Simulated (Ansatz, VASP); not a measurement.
**GaN in VASP and in Ansatz**

The input INCAR:

```
SYSTEM = GaN
PREC     = Accurate       ! precision mode
ENCUT    = 600            ! plane-wave cutoff, eV
EDIFF    = 1E-6           ! SCF threshold, eV
ISMEAR   = -1             ! smearing method
SIGMA    = 0.05           ! smearing width, eV
LREAL    = .False.        ! projectors in reciprocal space
LASPH    = .True.         ! aspherical terms in the spheres
NELM     = 120            ! most SCF steps
ALGO     = Normal         ! electronic algorithm
ISIF     = 2              ! what is computed and relaxed
LWAVE    = .False.        ! write WAVECAR
LCHARG   = .False.        ! write CHGCAR
NBANDS   = 16             ! bands
GGA_COMPAT= .False.
```

File KPOINTS:

```
regular mesh
0
Gamma
  8 8 8
  0 0 0
```

File POSCAR:

```
GaN
1.0
    0.0000000000      2.1160888338      2.1160888338
    2.1160888338      0.0000000000      2.1160888338
    2.1160888338      2.1160888338      0.0000000000
Ga N
1 1
Direct
    0.0000000000      0.0000000000      0.0000000000
    0.5000000000      0.5000000000      0.5000000000
```

Input for Ansatz:

```yaml
crystal:
  lattice:
    - [0.0, 2.116088833834393, 2.116088833834393]
    - [2.116088833834393, 0.0, 2.116088833834393]
    - [2.116088833834393, 2.116088833834393, 0.0]
  atoms:
    - { symbol: Ga, position: [0.0, 0.0, 0.0] }
    - { symbol: "N", position: [0.5, 0.5, 0.5] }
basis:
  ecutwfc: 450.0
kpoints:
  mp_grid:
    grid: [8, 8, 8]
hamiltonian:
  xc: lda
  pseudopotentials:
    kind: paw
scf:
  occupations:
    method: fermi_dirac
    width: 0.05
output:
  stress: true
```

Alike in both runs: task single point; functional LDA; k mesh 8 × 8 × 8; occupations fermi-dirac, width 0.05 eV; no spin polarisation.

|  | VASP | Ansatz |
| --- | --- | --- |
| version | VASP 6.6.1 | Ansatz 0.2.0 |
| potentials or method | VASP PAW LDA potentials, release 64 (Ga_d, N), cutoff 600 eV | plane waves, PAW |
| valence electrons in the cell | 18 | 18 |

|  | VASP | Ansatz | Ansatz less VASP |
| --- | --- | --- | --- |
| pressure (GPa) | -7.3 | -8.4 | -1.12 |

LDA's correlation is that of Perdew and Zunger in VASP and of Perdew and Wang (1992) in Ansatz.
